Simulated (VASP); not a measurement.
Write the native input for VASP 6.6.1 that does the following.

```
Task                   : single point
Functional             : PBEsol
Potentials or basis    : VASP PAW PBE potentials, release 64 (Ti_sv, B)
Cutoff                 : 520 eV
k mesh                 : 6 × 12 × 8
Occupations            : gaussian, width 0.1 eV
Spin                   : no spin polarisation
Dipole correction      : no
Further INCAR settings : ALGO = Normal; EDIFF = 1e-07; NBANDS = 40
```

The structure of TiB lies in POSCAR:

```
TiB
1.0
    5.9326214914      0.0000000000      0.0000000000
    0.0000000000      2.9758262600      0.0000000000
    0.0000000000      0.0000000000      4.4290194287
Ti B
4 4
Direct
    0.1767347906      0.2500000000      0.1205267139
    0.8232652094      0.7500000000      0.8794732861
    0.3232652094      0.7500000000      0.6205267139
    0.6767347906      0.2500000000      0.3794732861
    0.0308268900      0.2500000000      0.6018936544
    0.9691731100      0.7500000000      0.3981063456
    0.4691731100      0.7500000000      0.1018936544
    0.5308268900      0.2500000000      0.8981063456
```

This cell differs from its parent crystal: volume scaled by 0.94, then relaxed in part.

These files were run (other wordings do the same):

INCAR

```
PREC = Accurate ; ENCUT = 520
EDIFF = 1E-7 ; ISMEAR = 0
SIGMA = 0.1 ; LREAL = F
LASPH = T ; NELM = 100
ALGO = Normal ; ISIF = 2
LWAVE = F ; LCHARG = T
GGA = PS ; LELF = T
LVHAR = T ; NBANDS = 40
```

KPOINTS

```
regular mesh
0
Gamma
  6 12 8
```

Potentials or basis: VASP PAW PBE potentials, release 64 (Ti_sv, B).

Run with:

```sh
$ cat potpaw_PBE.64/Ti_sv/POTCAR potpaw_PBE.64/B/POTCAR > POTCAR
$ mpirun -np 1 vasp_std > vasp.out
```

It gave:

The pressure is 15.4 GPa, the largest force is 0.010 eV/Å and the band gap on the k mesh is zero (band 30 reaches 10.59 eV, above the bottom of band 31 at 8.76 eV).

Caveat: the PAW data sets were made with another functional, which shifts forces and pressure a little.

It took 3.6 min on 1 thread of Intel(R) Xeon(R) 6975P-C (Granite Rapids), with other jobs on the host, peak memory 0.42 GiB.
